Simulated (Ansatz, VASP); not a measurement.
One calculation of SrAl3O2, two programs

```
Sr Al O
1.0
     6.39259    0.00000    0.00000
    -3.19629    5.53614    0.00000
     0.00000    0.00000    3.35894
Sr Al O
1 3 2
Direct
  0.00000 0.00000 0.00000
  0.50000 0.00000 0.50000
  0.00000 0.50000 0.50000
  0.50000 0.50000 0.50000
  0.33333 0.66667 0.50000
  0.66667 0.33333 0.50000
```

Alike in both runs: task single point; functional PBE; k mesh 3 × 3 × 6; occupations gaussian, width 0.1 eV; collinear spin.

|  | VASP | Ansatz |
| --- | --- | --- |
| version | VASP 6.6.1 | Ansatz 0.2.0 |
| potentials or method | VASP PAW PBE potentials, release 64 (Sr_sv, Al, O), cutoff 520 eV | scalar-relativistic, plane waves, PAW |
| valence electrons in the cell | 31 | 31 |

|  | VASP | Ansatz | Ansatz less VASP |
| --- | --- | --- | --- |
| gap on the k mesh at the Fermi level (eV) | none | none | - |
| pressure (GPa) | 0.1 | 0.1 | -0.02 |
| traceless stress, the component that is largest in VASP (GPa) | -0.32 | -0.27 | +0.052 |
| net moment per atom (μB) | 0.11 | 0.10 | -0.003 |
| size of the moment on the site where the two differ most (μB) | 0.05 | 0.06 | +0.017 |

Site moments also hang on the region over which each program counts them. A gap of «none» marks a metal or a gap that the smearing closes.

The k mesh is coarse, so the values compare programs but aren't converged.
